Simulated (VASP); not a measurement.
Wanted: the native input for a VASP 6.6.1 run.

| Quantity | Value |
| --- | --- |
| Task | single point |
| Functional | r2SCAN |
| Potentials or basis | VASP PAW PBE potentials, release 64 (Bi_d) |
| Cutoff | 520 eV |
| k mesh | 6 × 6 × 9 |
| Occupations | fermi-dirac, width 0.05 eV |
| Spin | no spin polarisation |
| Dipole correction | no |
| Further INCAR settings | ALGO = Normal; EDIFF = 1e-06; NBANDS = 22 |

Bi:

```
Bi
1.0
     3.35177   -3.16643    0.35496
     3.35177    3.16643    0.35496
    -0.89400    0.00000    3.23995
Bi
2
Direct
  0.77346 0.77346 0.92751
  0.22654 0.22654 0.07249
```

The input as run:

POSCAR

```
Bi
1.0
    3.3517710868     -3.1664329311      0.3549643480
    3.3517710868      3.1664329311      0.3549643480
   -0.8940038347      0.0000000000      3.2399482919
Bi
2
Direct
    0.7734600928      0.7734600928      0.9275057076
    0.2265399072      0.2265399072      0.0724942924
```

INCAR.step1

```
SYSTEM = Bi
ALGO = Normal
EDIFF = 1E-4
ENCUT = 520
GGA = PE
ISMEAR = -1
LASPH = .TRUE.
LCHARG = .FALSE.
LREAL = .FALSE.
LWAVE = .TRUE.
NBANDS = 22
NELM = 80
PREC = Accurate
SIGMA = 0.05
```

INCAR.step2

```
SYSTEM = Bi
ALGO = Normal
EDIFF = 1E-6
ENCUT = 520
ISIF = 2
ISMEAR = -1
ISTART = 1
LASPH = .TRUE.
LCHARG = .FALSE.
LMIXTAU = .TRUE.
LREAL = .FALSE.
LWAVE = .FALSE.
METAGGA = R2SCAN
NBANDS = 22
NELM = 80
PREC = Accurate
SIGMA = 0.05
```

KPOINTS

```
k-points
0
G
  6 6 9
  0 0 0
```

Potentials or basis: VASP PAW PBE potentials, release 64 (Bi_d).

Run with:

```sh
$ cat potpaw_PBE.64/Bi_d/POTCAR > POTCAR
$ cp INCAR.step1 INCAR
$ mpirun -np 1 vasp_std > vasp.out
$ cp INCAR.step2 INCAR
$ mpirun -np 1 vasp_std > vasp.out
```

Results of the run:

```json
{
 "Pressure": "0.0 GPa",
 "Largest force": "0.005 eV/Å",
 "Band gap on the k mesh": "zero (bands 15 and 16 overlap by 6.84 eV)"
}
```

Caveat: the PAW data sets were made with another functional, which shifts forces and pressure a little; spin-orbit coupling is left out, which moves the levels of the heavy elements.

Wall time 3.6 min on 1 thread of Intel(R) Xeon(R) Platinum 8488C (Sapphire Rapids), on a shared host, peak memory 0.27 GiB.
